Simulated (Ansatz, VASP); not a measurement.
BaTiO3: VASP beside Ansatz

POSCAR

```
BaTiO3
1.0
    8.1272669500      0.0000000000      0.0000000000
    0.0104937400      4.0636233300      0.0000000000
    0.0104937400      0.0104734400      4.0636030300
Ba Ti O
2 2 6
Direct
    0.0000000000      0.0000000000      0.0000000000
    0.5000000000      0.0000000000      0.0000000000
    0.2430000000      0.4860000000      0.4860000000
    0.7430000000      0.4860000000      0.4860000000
    0.2542000000      0.5084000000      0.0185000000
    0.7542000000      0.5084000000      0.0185000000
    0.0092500000      0.5084000000      0.5084000000
    0.5092500000      0.5084000000      0.5084000000
    0.2542000000      0.0185000000      0.5084000000
    0.7542000000      0.0185000000      0.5084000000
```

The input INCAR.step1:

```
SYSTEM = BaTiO3
  PREC = Accurate
  ENCUT = 660
  ISMEAR = -1
  SIGMA = 0.1
  LREAL = .False.
  LASPH = .True.
  NELM = 200
  LMAXMIX = 4
  LDAU = .True.
  LDAUTYPE = 2
  LDAUL = -1 2 1
  LDAUU = 0 1.04 6.9
  LDAUJ = 0 0 0
  NBANDS = 51
  GGA = PE
  ALGO = Normal
  EDIFF = 1E-5
  LWAVE = .True.
  LCHARG = .False.
  GGA_COMPAT = .False.
```

INCAR.step2

```
SYSTEM = BaTiO3
  PREC = Accurate
  ENCUT = 660
  EDIFF = 1E-6
  ISMEAR = -1
  SIGMA = 0.1
  LREAL = .False.
  LASPH = .True.
  NELM = 200
  ALGO = Normal
  ISIF = 2
  LWAVE = .False.
  LCHARG = .False.
  LMAXMIX = 4
  LDAU = .True.
  LDAUTYPE = 2
  LDAUL = -1 2 1
  LDAUU = 0 1.04 6.9
  LDAUJ = 0 0 0
  LDAUPRINT = 1
  METAGGA = R2SCAN
  LMIXTAU = .True.
  NBANDS = 51
  ISTART = 1
  GGA_COMPAT = .False.
```

KPOINTS

```
regular mesh
0
Gamma
  3 6 6
  0 0 0
```

Input for Ansatz:

```yaml
crystal:
  lattice:
    - [8.12726695, 0.0, 0.0]
    - [0.01049374, 4.06362333, 0.0]
    - [0.01049374, 0.01047344, 4.06360303]
  atoms:
    - { symbol: Ba, position: [0.0, 0.0, 0.0] }
    - { symbol: Ba, position: [0.5, 0.0, 0.0] }
    - { symbol: Ti, position: [0.243, 0.486, 0.486] }
    - { symbol: Ti, position: [0.743, 0.486, 0.486] }
    - { symbol: O, position: [0.2542, 0.5084, 0.0185] }
    - { symbol: O, position: [0.7542, 0.5084, 0.0185] }
    - { symbol: O, position: [0.00925, 0.5084, 0.5084] }
    - { symbol: O, position: [0.50925, 0.5084, 0.5084] }
    - { symbol: O, position: [0.2542, 0.0185, 0.5084] }
    - { symbol: O, position: [0.7542, 0.0185, 0.5084] }
  symmetry: { tolerance: 0.0003 }
kpoints:
  mp_grid: { grid: [3, 6, 6], shift: [0, 0, 0] }
  band_path:
    path:
      - [0.0, 0.0, 0.0]
      - [-1.0, -0.5, -0.5]
      - [-1.00513946, -0.5, -0.49743027]
      - [-1.00000065, -0.49742949, 0.49743037]
      - [-1.00000009, 4.4e-07, 1.6e-07]
      - [0.0, 0.0, 0.0]
      - [-0.99743069, 8.3e-07, 0.49871534]
      - [-1.00257005, -0.49871474, 5.0e-08]
      - [-1.00000032, -0.49999961, 5.0e-08]
      - [0.0, 0.0, 0.0]
    npoints: 6
magnetization:
  spin_polarized: false
scf:
  occupations: { method: fermi_dirac }
  lower_state_search: "off"
  max_iter: 200
hamiltonian:
  pseudopotentials: { kind: paw }
  xc: r2scan
  hubbard:
    projectors: all-electron-ortho-atomic
    sites:
      - { species: Ti, l: d, u_eff: 1.04 }
      - { species: O, l: p, u_eff: 6.9 }
basis:
  ecutwfc: 500
  fft_grid_basis: typed
output:
  forces: true
  stress: true
  eigenvalues: true
  bader: true
  populations: true
  elf: true
  write_potential: true
  volumetric_format: npy
  dos:
    e_range: [-12, 8]
    de: 0.05
    projected: { site_lists: { Ba: [Ba], O: [O], Ti: [Ti] } }
checkpoint:
  read: saved_state
```

Alike in both runs: task single point; functional r2SCAN; k mesh 3 × 6 × 6; no spin polarisation; Hubbard terms Ti d U = 1.04 eV, O p U = 6.9 eV.

|  | VASP | Ansatz |
| --- | --- | --- |
| version | VASP 6.6.1 | Ansatz 0.2.0 |
| potentials or method | VASP PAW PBE potentials, release 64 (Ba_sv, Ti_sv, O), cutoff 660 eV | PAW plane waves |
| occupations | fermi-dirac, width 0.1 eV | fermi-dirac |
| valence electrons in the cell | 80 | 80 |

```tsv
	VASP	Ansatz	Ansatz less VASP
pressure (GPa)	-5.6	-6.0	-0.42
traceless stress, the component that is largest in VASP (GPa)	0.06	-0.03	-0.096
rms of the force components (eV/Å)	0.063	0.104	+0.0411
```

VASP's potentials were made for PBE, not for r2SCAN. The programs project onto different local orbitals, so the same U acts differently, and such runs can settle in different states. Atom by atom the forces differ by 0.136 eV/Å (rms over components). Ansatz's warnings: structure snapped to symmetry.

Neither program's run includes spin-orbit coupling.
